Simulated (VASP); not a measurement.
# Hg in VASP: a series of runs, part 2 of 2

VASP 6.6.1. Earlier steps stand in the parts before.

## 4. Single point, PBE (strained)

INCAR reads:

```
  PREC = Accurate
  ENCUT = 520
  EDIFF = 1E-7
  ISMEAR = 0
  SIGMA = 0.1
  LREAL = False
  LASPH = True
  NELM = 100
  ALGO = Fast
  ISIF = 2
  LWAVE = False
  LCHARG = False
  GGA = PE
  NBANDS = 12
```

KPOINTS reads:

```
Automatic mesh
0
Gamma
  14 14 14
```

POSCAR reads:

```
Hg
1.0
    1.7119738506      1.1043255244      2.2603024264
   -1.7119738506      1.1043255244      2.2603024264
    0.0000000000     -2.0589953886      2.1933917272
Hg
1
Direct
    0.0000000000      0.0000000000      0.0000000000
```

Potentials or basis: VASP PAW PBE potentials, release 64 (Hg).

Launch:

```console
$ cat potpaw_PBE.64/Hg/POTCAR > POTCAR
$ mpirun -np 1 vasp_std > vasp.out
```

OUTCAR:

```text
PREC = Accurate
   ENCUT = 520
   EDIFF = 1E-7
   ISMEAR = 0
   LREAL = False
   LASPH = True
   NELM = 100
   ISIF = 2
   GGA = PE

 ion  position               nearest neighbor table
   1  0.000  0.000  0.000-

  LATTYP: Found a base centered monoclinic cell.
 ALAT       =     5.0313027826
 B/A-ratio  =     0.6805290497
 C/A-ratio  =     0.5979352206
 COS(beta)  =    -0.3546383759

  Lattice vectors:

 A1 = (  -1.7119738506,  -1.1043255244,  -2.2603024264)
 A2 = (   1.7119738506,  -1.1043255244,  -2.2603024264)
 A3 = (   0.0000000000,  -2.0589953886,   2.1933917272)

Analysis of symmetry for initial positions (statically):
=====================================================================
 Subroutine PRICEL returns:
 Original cell was already a primitive cell.

 Routine SETGRP: Setting up the symmetry group for a
 base centered monoclinic supercell.

 Subroutine GETGRP returns: Found  4 space group operations
 (whereof  4 operations were pure point group operations)
 out of a pool of  4 trial point group operations.

The static configuration has the point symmetry C_2h.

Analysis of symmetry for dynamics (positions and initial velocities):
=====================================================================
 Subroutine PRICEL returns:
 Original cell was already a primitive cell.

 Routine SETGRP: Setting up the symmetry group for a
 base centered monoclinic supercell.

 Subroutine GETGRP returns: Found  4 space group operations
 (whereof  4 operations were pure point group operations)
 out of a pool of  4 trial point group operations.

The dynamic configuration has the point symmetry C_2h.

 Subroutine INISYM returns: Found  4 space group operations
 (whereof  4 operations are pure point group operations),
 and found     1 'primitive' translations

----------------------------------------------------------------------------------------

                                     Primitive cell

  volume of cell :      24.2284

  direct lattice vectors                    reciprocal lattice vectors
     1.711973851  1.104325524  2.260302426     0.292060536  0.154984370  0.145487967
    -1.711973851  1.104325524  2.260302426    -0.292060536  0.154984370  0.145487967
     0.000000000 -2.058995389  2.193391727     0.000000000 -0.319424518  0.156062589

  length of vectors
     3.042919057  3.042919057  3.008393139     0.361228819  0.361228819  0.355510273

  position of ions in fractional coordinates (direct lattice)
     0.000000000  0.000000000  0.000000000

  ion indices of the primitive-cell ions
   primitive index   ion index
                 1           1

----------------------------------------------------------------------------------------

 KPOINTS: Automatic mesh

Automatic generation of k-mesh.
 Grid dimensions read from file:
 generate k-points for:   14   14   14

 Generating k-lattice:

  Cartesian coordinates                     Fractional coordinates (reciprocal lattice)
     0.020861467  0.011070312  0.010391998     0.071428571  0.000000000  0.000000000
    -0.020861467  0.011070312  0.010391998     0.000000000  0.071428571  0.000000000
     0.000000000 -0.022816037  0.011147328    -0.000000000 -0.000000000  0.071428571

  Length of vectors
     0.025802059  0.025802059  0.025393591

  Shift w.r.t. Gamma in fractional coordinates (k-lattice)
     0.000000000  0.000000000  0.000000000

 Subroutine IBZKPT returns following result:
 ===========================================

 Found    744 irreducible k-points:

 Following reciprocal coordinates:
            Coordinates               Weight
  0.000000  0.000000  0.000000      1.000000
  0.071429  0.000000  0.000000      4.000000
  0.142857  0.000000  0.000000      4.000000
  0.214286  0.000000  0.000000      4.000000
  0.285714  0.000000  0.000000      4.000000
  0.357143  0.000000 -0.000000      4.000000
[... 16 lines left out ...]
  0.214286  0.142857 -0.000000      4.000000
  0.285714  0.142857  0.000000      4.000000
 [... further k-points ...]
   k-points           NKPTS =    744   k-points in BZ     NKDIM =    744   number of bands    NBANDS=     12
   number of dos      NEDOS =    301   number of ions     NIONS =      1
   total plane-waves  NPLWV =  13824
   dimension x,y,z NGX =    24 NGY =   24 NGZ =   24
   dimension x,y,z NGXF=    48 NGYF=   48 NGZF=   48
   ions per type =               1
   NGX,Y,Z   is equivalent  to a cutoff of  13.11, 13.11, 13.26 a.u.
   NGXF,Y,Z  is equivalent  to a cutoff of  26.22, 26.22, 26.53 a.u.
 SYSTEM =  unknown system
   PREC   = accura    normal or accurate (medium, high low for compatibility)
   ISTART =      0    job   : 0-new  1-cont  2-samecut
   ICHARG =      2    charge: 1-file 2-atom 10-const
   ISPIN  =      1    spin polarized calculation?
   LNONCOLLINEAR =      F non collinear calculations
   LSORBIT =      F    spin-orbit coupling
   LASPH  =      T    aspherical Exc in radial PAW
   ENCUT  =  520.0 eV  38.22 Ry    6.18 a.u.   5.66  5.66  5.59*2*pi/ulx,y,z
   NELM   =    100;   NELMIN=  2; NELMDL= -5     # of ELM steps
   EDIFF  = 0.1E-06   stopping-criterion for ELM
   LREAL  =      F    real-space projection
   EDIFFG = 0.1E-05   stopping-criterion for IOM
   NSW    =      0    number of steps for IOM
   IBRION =     -1    ionic relax: 0-MD 1-quasi-New 2-CG
   NFREE  =      0    steps in history (QN), initial steepest desc. (CG)
   ISIF   =      2    stress and relaxation
   ISYM   =      2    0-nonsym 1-usesym 2-fastsym
   POTIM  = 0.5000    time-step for ionic-motion
   TEBEG  =    0.0;   TEEND  =   0.0 temperature during run
   PSTRESS=    0.0 pullay stress
   NELECT =      12.0000    total number of electrons
   NUPDOWN=      -1.0000    fix difference up-down
   EMIN   =  10.00;   EMAX   =-10.00  energy-range for DOS
   EFERMI =   0.00;   METHOD = LEGACY
   ISMEAR =     0;   SIGMA  =   0.10  broadening in eV -4-tet -1-fermi 0-gaus
   EFERMI_NEDOS =   21; number of points for ismear=-14 and -15
   IALGO  =     68    algorithm
   IMIX   =      4    mixing-type and parameters
     AMIX     =   0.40;   BMIX     =  1.00
     AMIX_MAG =   1.60;   BMIX_MAG =  1.00
  volume/ion in A,a.u.               =      24.23       163.50
  Fermi-wavevector in a.u.,A,eV,Ry     =   1.295269  2.447704 22.826805  1.677723
  Thomas-Fermi vector in A             =   2.426800
   LORBIT       =      0    0 simple, 1 ext, 2 COOP (PROOUT), +10 PAW based schemes
   GGA     = PE    functional components
   LHFCALC =     F    Hartree Fock is set to
   AEXX    =    0.0000 exact exchange contribution
   IVDW    =     0    specifies the selected vdW correction
   LEPSILON=     F    determine dielectric tensor
   LRPA    =     F    only Hartree local field effects (RPA)
 non-spin polarized calculation
 RMM-DIIS sequential band-by-band and
 Gauss-broadening in eV      SIGMA  =   0.10
  energy-cutoff  :      520.00
  volume of cell :       24.23
 maximum number of plane-waves:       669
   NGX = 11   NGY = 11   NGZ = 11

 number of electron      12.0000001 magnetization

 Free energy of the ion-electron system (eV)
  ---------------------------------------------------
  ext. energy  EPLUGINS =         0.00000000
  ---------------------------------------------------
  free energy    TOTEN  =        -0.11279452 eV

  energy without entropy =       -0.11109550  energy(sigma->0) =       -0.11194501

 E-fermi :   2.5898     XC(G=0): -10.6903

 val. band max:        2.5818923181   @ k =   0.2143   0.0000   0.5000
 cond. band min:       2.6023967683   @ k =  -0.4286   0.0000   0.2143
 fundamental gap:      0.0205044502
 Fermi energy:         2.5898142527

 k-point     1 :       0.0000    0.0000    0.0000
  band No.  band energies     occupation
      1      -6.3796      2.00000
      2      -5.1619      2.00000
      3      -4.9460      2.00000
      4      -3.8364      2.00000
      5      -3.6335      2.00000
      6      -3.5434      2.00000
      7      14.3414      0.00000
      8      14.9166      0.00000
      9      15.0541      0.00000
     10      19.0852      0.00000
     11      20.4771      0.00000
     12      20.5489      0.00000
[... 331 lines left out ...]
 k-point    24 :       0.2857    0.1429    0.0000
  band No.  band energies     occupation
      1      -5.3663      2.00000
      2      -4.8133      2.00000
      3      -4.4312      2.00000
      4      -3.6753      2.00000
      5      -3.6019      2.00000
      6      -3.5297      2.00000
      7       8.5101      0.00000
      8      13.8848      0.00000
      9      14.6194      0.00000
     10      16.6886      0.00000
     11      20.5120      0.00000
     12      21.7426      0.00000

 [... further k-points ...]
[... 5 lines left out ...]
  --------------------------------------------------------------------------------------
  -------------------------------------------------------------------------------------
  Total        0.6539666      0.6129483      0.7037491      0.0000000     -0.0340407      0.0000000
  in kB       43.2454776     40.5330218     46.5374928      0.0000000     -2.2510455      0.0000000
  external PRESSURE =      43.4386641 kB  Pullay stress =       0.0000000 kB

 VOLUME and BASIS-vectors are now :
 -----------------------------------------------------------------------------
  energy-cutoff  :      520.00
  volume of cell :       24.23
      direct lattice vectors                 reciprocal lattice vectors
     1.711973851  1.104325524  2.260302426     0.292060536  0.154984370  0.145487967
    -1.711973851  1.104325524  2.260302426    -0.292060536  0.154984370  0.145487967
     0.000000000 -2.058995389  2.193391727     0.000000000 -0.319424518  0.156062589

 POSITION                                       TOTAL-FORCE (eV/Angst)
 -----------------------------------------------------------------------------------
      0.00000      0.00000      0.00000         0.000000     -0.000000     -0.000000
 -----------------------------------------------------------------------------------
    total drift:                                0.000000      0.000000      0.000000

  FREE ENERGIE OF THE ION-ELECTRON SYSTEM (eV)
  ---------------------------------------------------
  free  energy   TOTEN  =        -0.1127945156 eV

  energy  without entropy=       -0.1110955039  energy(sigma->0) =       -0.11194501
```

OSZICAR:

```text
N       E                     dE             d eps       ncg     rms          rms(c)
DAV:   1     0.735853581695E+02    0.73585E+02   -0.65891E+03 18816   0.960E+02
DAV:   2     0.110043757526E+01   -0.72485E+02   -0.68085E+02 19516   0.228E+02
DAV:   3    -0.146672788492E+00   -0.12471E+01   -0.12464E+01 21228   0.333E+01
DAV:   4    -0.147897600646E+00   -0.12248E-02   -0.12248E-02 19704   0.109E+00
DAV:   5    -0.147899383576E+00   -0.17829E-05   -0.17829E-05 21324   0.397E-02    0.378E+00
RMM:   6    -0.114994873470E+00    0.32905E-01   -0.53513E-02 18072   0.227E+00    0.280E+00
RMM:   7    -0.112768559524E+00    0.22263E-02   -0.84815E-03 19220   0.797E-01    0.117E+00
RMM:   8    -0.112764554638E+00    0.40049E-05   -0.11469E-03 19693   0.463E-01    0.630E-02
RMM:   9    -0.112784690884E+00   -0.20136E-04   -0.68309E-05 20604   0.884E-02    0.338E-02
RMM:  10    -0.112794854085E+00   -0.10163E-04   -0.22393E-05 19718   0.625E-02    0.827E-03
RMM:  11    -0.112794465461E+00    0.38862E-06   -0.25086E-06 20800   0.160E-02    0.260E-03
RMM:  12    -0.112794515553E+00   -0.50092E-07   -0.18448E-07 16011   0.545E-03
   1 F= -.11279452E+00 E0= -.11194501E+00  d E =-.169901E-02
```

Wall time 44 s (1 thread of Intel Xeon 6975P-C (Granite Rapids), shared host); peak memory 0.31 GiB.

Results:

| Item | Value |
| --- | --- |
| Free energy | -0.1128 eV |
| Pressure | 4.3 GPa |
| Band gap on the k mesh | zero (band 6 reaches 4.07 eV, above the bottom of band 7 at 0.68 eV) |

Levels at points of the mesh, in eV from the Fermi level:
```
           k point  band 3  band 4  band 5  band 6  band 7  band 8  band 9  band 10
(0.00, 0.00, 0.00)   -7.54   -6.43   -6.22   -6.13   11.75   12.33   12.46    16.50
(0.50, 0.00, 0.00)   -6.32   -6.28   -5.90   -2.25   -1.83   11.26   12.69    16.35
(0.50, 0.50, 0.00)   -6.16   -6.06   -5.52   -0.47    0.05    5.35   10.47    10.53
(0.00, 0.00, 0.50)   -6.47   -6.39   -6.02   -2.38   -1.91   12.96   13.32    16.45
(0.50, 0.00, 0.50)   -6.24   -5.94   -5.45    0.24    0.92    4.15    9.39     9.97
(0.50, 0.50, 0.50)   -7.15   -5.60   -5.51    0.08    1.35    7.95    9.68    11.22
```

Caveat: the cell differs from its parent crystal (strained); spin-orbit coupling is left out, which moves the levels of the heavy elements.

## 5. Single point, PBE (the cell strained at random)

INCAR reads:

```
SYSTEM = Hg
PREC     = Accurate       ! precision mode
ENCUT    = 520            ! plane-wave cutoff, eV
EDIFF    = 1E-6           ! SCF threshold, eV
ISMEAR   = 0              ! smearing method
SIGMA    = 0.1            ! smearing width, eV
LREAL    = .FALSE.        ! projectors in reciprocal space
LASPH    = .TRUE.         ! aspherical terms in the spheres
NELM     = 60             ! most SCF steps
ALGO     = Fast           ! electronic algorithm
ISIF     = 2              ! what is computed and relaxed
LWAVE    = .FALSE.        ! write WAVECAR
LCHARG   = .FALSE.        ! write CHGCAR
GGA      = PE             ! functional
NBANDS   = 12             ! bands
```

KPOINTS reads:

```
regular mesh
0
G
  14 14 14
  0 0 0
```

POSCAR reads:

```
Hg
1.0
    1.7081119513      0.9864177343      2.1974698224
   -1.6916849434      0.9966593370      2.1801698179
    0.0170829921     -1.9648476311      2.1806694797
Hg
1
Direct
    0.0000000000      0.0000000000      0.0000000000
```

Launch:

```console
$ cat potpaw_PBE.64/Hg/POTCAR > POTCAR
$ mpirun -np 1 vasp_std > vasp.out
```

It took 72 s on 1 thread of Intel Xeon 6975P-C (Granite Rapids), shared host; peak memory 0.43 GiB.

Results (log left out):

```
Free energy            : -0.0151 eV
Pressure               : 10.7 GPa
Band gap on the k mesh : zero (band 6 reaches 5.03 eV, above the bottom of band 7 at 1.28 eV)
```

Stress tensor (GPa, compression positive):
```
 9.75 -0.13 -0.23
-0.13  9.88 -0.12
-0.23 -0.12 12.37
```

Levels at points of the mesh, in eV from the Fermi level:
| k point | band 2 | band 3 | band 4 | band 5 | band 6 | band 7 | band 8 | band 9 | band 10 | band 11 |
| --- | --- | --- | --- | --- | --- | --- | --- | --- | --- | --- |
| (0.00, 0.00, 0.00) | -8.15 | -8.10 | -6.64 | -6.48 | -6.44 | 12.30 | 12.94 | 12.99 | 17.66 | 18.94 |
| (0.50, 0.00, 0.00) | -8.18 | -6.63 | -6.52 | -6.10 | -2.40 | -2.20 | 12.52 | 12.93 | 17.99 | 17.99 |
| (0.00, 0.50, 0.00) | -8.13 | -6.67 | -6.55 | -6.11 | -2.39 | -2.13 | 12.56 | 13.16 | 17.64 | 18.10 |
| (0.50, 0.50, 0.00) | -8.48 | -6.37 | -6.16 | -5.57 | -0.44 | 0.93 | 4.73 | 10.38 | 10.40 | 16.14 |
| (0.00, 0.00, 0.50) | -8.13 | -6.67 | -6.55 | -6.11 | -2.39 | -2.14 | 12.57 | 13.17 | 17.65 | 18.11 |
| (0.50, 0.00, 0.50) | -8.47 | -6.37 | -6.16 | -5.57 | -0.44 | 0.93 | 4.72 | 10.39 | 10.39 | 16.15 |
| (0.00, 0.50, 0.50) | -8.48 | -6.38 | -6.16 | -5.54 | -0.28 | 1.15 | 4.58 | 10.15 | 10.26 | 15.93 |
| (0.50, 0.50, 0.50) | -7.70 | -7.68 | -5.69 | -5.65 | -0.38 | 1.58 | 9.49 | 9.72 | 11.00 | 15.62 |

Caveat: the cell differs from its parent crystal (the cell strained at random); spin-orbit coupling is left out, which moves the levels of the heavy elements.

## 6. Summary

| cell | k mesh | gap on the mesh (eV) | pressure (GPa) |
| --- | --- | --- | --- |
| a = 3.107 Å, angles 69.9°, 1 atom | 15 × 15 × 15 | none | 2.0 |
| a = 2.911, b = 2.911, c = 2.966 Å, angles 70.3, 70.3, 70.5°, 1 atom | 14 × 14 × 14 | none | 12.0 |
| a = 3.043, b = 3.043, c = 3.008 Å, angles 73.0, 73.0, 68.5°, 1 atom | 14 × 14 × 14 | none | 4.3 |
| a = 2.953, b = 2.934, c = 2.935 Å, angles 71.3, 70.6, 70.6°, 1 atom | 14 × 14 × 14 | none | 10.7 |

Alike in all rows: task single point; level PBE; potentials or basis VASP PAW PBE potentials, release 64 (Hg); no spin polarisation; cutoff (eV) 520; smearing gaussian 0.1 eV.

Caveats: spin-orbit coupling is left out, which moves the levels of the heavy elements.

Total energies depend on the potentials used, so only differences within one code and one set of settings carry meaning.
